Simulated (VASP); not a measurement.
Wanted: the native input for a VASP 6.6.1 run.

- Task: relaxation of the atoms
- Functional: PBE
- Potentials or basis: VASP PAW PBE potentials, release 64 (Mg, I)
- Cutoff: 520 eV
- k mesh: 6 × 6 × 4
- Occupations: gaussian, width 0.05 eV
- Spin: no spin polarisation
- Dipole correction: no
- Further INCAR settings: ALGO = Normal; EDIFF = 1e-07; IBRION = 2; EDIFFG = -0.01; NSW = 50

The structure of MgI2 lies in POSCAR:

```
MgI2
1.0
    4.2072027146      0.0000000000      0.0000000000
   -2.1036013573      3.6435444297      0.0000000000
    0.0000000000      0.0000000000      7.7078270244
Mg I
1 2
Direct
    0.0000000000      0.0000000000      0.0000000000
    0.3333333333      0.6666666667      0.7858667836
    0.6666666667      0.3333333333      0.2141332164
```

This cell differs from its parent crystal: engineering shear strain xz +0.0000, normal strain along z -0.0133.

One way to write it, as run:

INCAR

```
SYSTEM = MgI2
PREC = Accurate
ENCUT = 520
EDIFF = 1E-7
ISMEAR = 0
SIGMA = 0.05
LREAL = .FALSE.
LASPH = .TRUE.
NELM = 100
ALGO = Normal
ISIF = 2
LWAVE = .FALSE.
LCHARG = .FALSE.
GGA = PE
IBRION = 2
NSW = 50
EDIFFG = -0.01
```

KPOINTS

```
regular mesh
0
G
  6 6 4
  0 0 0
```

Potentials or basis: VASP PAW PBE potentials, release 64 (Mg, I).

Run with:

```sh
$ cat potpaw_PBE.64/Mg/POTCAR potpaw_PBE.64/I/POTCAR > POTCAR
$ mpirun -np 1 vasp_std > vasp.out
```

Results of the run:

```yaml
Energy_gained_by_relaxing: 0.6 meV/atom
Ionic_steps: 3
Pressure_after_relaxing: 0.0 GPa
Largest_force_after_relaxing: 0.006 eV/Å
Band_gap_on_the_k_mesh: 3.61 eV (least direct gap 3.71 eV)
```

Caveat: the cell differs from its parent crystal (engineering shear strain xz +0.0000, normal strain along z -0.0133); spin-orbit coupling is left out, which moves the levels of the heavy elements; this functional lacks dispersion, which binds layers or chains, so the pressure and a relaxed spacing across them are unreliable.

Run time: 80 s on 1 thread of Intel(R) Xeon(R) Platinum 8488C (Sapphire Rapids), with other jobs on the host, peak memory 0.25 GiB.
